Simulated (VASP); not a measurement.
# LiF (Griceite): single point with LDA

The system is LiF (Griceite).

```
F Li
1.0
     0.00000    2.04050    2.04050
     2.04050    0.00000    2.04050
     2.04050    2.04050    0.00000
F Li
1 1
Direct
  0.50000 0.50000 0.50000
  0.00000 0.00000 0.00000
```

This cell differs from its parent crystal: volume scaled by 1.04.

```yaml
Program: VASP 6.6.1
Task: single point
Functional: LDA
Potentials_or_basis: VASP PAW LDA potentials, release 64 (F, Li_sv)
Cutoff: 520 eV
k_mesh: 11 × 11 × 11
Occupations: fermi-dirac, width 0.05 eV
Spin: no spin polarisation
Dipole_correction: no
Further_INCAR_settings: ALGO = Normal; EDIFF = 1e-06; NBANDS = 12
```

```yaml
Band_gap_on_the_k_mesh: 8.49 eV, direct
```

Levels at points of the mesh, in eV from the valence-band top:
```tsv
k point	band 3	band 4	band 5	band 6	band 7	band 8
(0.00, 0.00, 0.00)	0.00	0.00	0.00	8.49	22.96	22.96
```

Wall time 12 s on 1 thread of Intel Xeon 8259CL, with other jobs on the host, peak memory 0.12 GiB.

 A k mesh can miss the band edges.
